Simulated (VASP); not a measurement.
ScIn3, 4 atoms in the cell. The structure is cubic, space group Pm-3m (No. 221). Conventional cell: a = 4.547 Å, b = 4.547 Å, c = 4.547 Å, α = 90.00°, β = 90.00°, γ = 90.00°. Within 4.2 Å of Sc (site symmetry m-3m) lie 12 In at 3.22 Å. Within 4.2 Å of In (site symmetry 4/mmm) lie 4 Sc at 3.22 Å and 8 In at 3.22 Å. 

| Item | Value |
| --- | --- |
| Program | VASP 6.6.1 |
| Task | electric field gradients |
| Functional | PBEsol |
| Potentials or basis | VASP PAW PBE potentials, release 64 (Sc_sv, In_d) |
| Cutoff | 520 eV |
| k mesh | 8 × 8 × 8 |
| Occupations | fermi-dirac, width 0.08 eV |
| Spin | no spin polarisation |
| Dipole correction | no |
| Further INCAR settings | ALGO = Normal; EDIFF = 1e-08; NBANDS = 33 |

Potentials or basis: VASP PAW PBE potentials, release 64 (Sc_sv, In_d).

The run is started by

```console
$ cat potpaw_PBE.64/Sc_sv/POTCAR potpaw_PBE.64/In_d/POTCAR > POTCAR
$ mpirun -np 1 vasp_std > vasp.out
```

Hardware: 1 thread of Intel(R) Xeon(R) 6975P-C (Granite Rapids) (shared host).

Task: How long does it take, and how much memory?

Result: It took 47 s on 1 thread of Intel(R) Xeon(R) 6975P-C (Granite Rapids), with other jobs on the host, peak memory 0.25 GiB. Counts: scf iterations 18, k points 35.
